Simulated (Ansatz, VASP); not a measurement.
Two plane-wave programs on SiPd3Pt

```
Si Pd Pt
1.0
     5.16502    0.00000    0.00000
    -2.58251    4.47303    0.00000
     0.00000    0.00000    4.48722
Si Pd Pt
1 3 1
Direct
  0.00000 0.00000 0.00000
  0.50000 0.00000 0.00000
  0.00000 0.50000 0.00000
  0.50000 0.50000 0.00000
  0.00000 0.00000 0.50000
```

Alike in both runs: task single point; functional PBE; k mesh 6 × 6 × 4; occupations gaussian, width 0.1 eV; collinear spin.

|  | VASP | Ansatz |
| --- | --- | --- |
| version | VASP 6.6.1 | Ansatz 0.2.0 |
| potentials or method | VASP PAW PBE potentials, release 64 (Si, Pd, Pt), cutoff 520 eV | scalar-relativistic, plane waves, PAW |
| valence electrons in the cell | 44 | 76 |

|  | VASP | Ansatz | Ansatz less VASP |
| --- | --- | --- | --- |
| gap on the k mesh at the Fermi level (eV) | none | none | - |
| pressure (GPa) | -0.1 | -0.1 | +0.02 |
| traceless stress, the component that is largest in VASP (GPa) | 0.26 | 0.02 | -0.238 |
| net moment per atom (μB) | 0.00 | 0.00 | 0.000 |

A gap of «none» marks a metal or a gap that the smearing closes. VASP's potentials hold 44 valence electrons a cell and Ansatz's 76, so a difference there can come from the potentials and not from the codes. Ansatz's warnings: seeded moment not kept.

Spin-orbit coupling is off throughout.
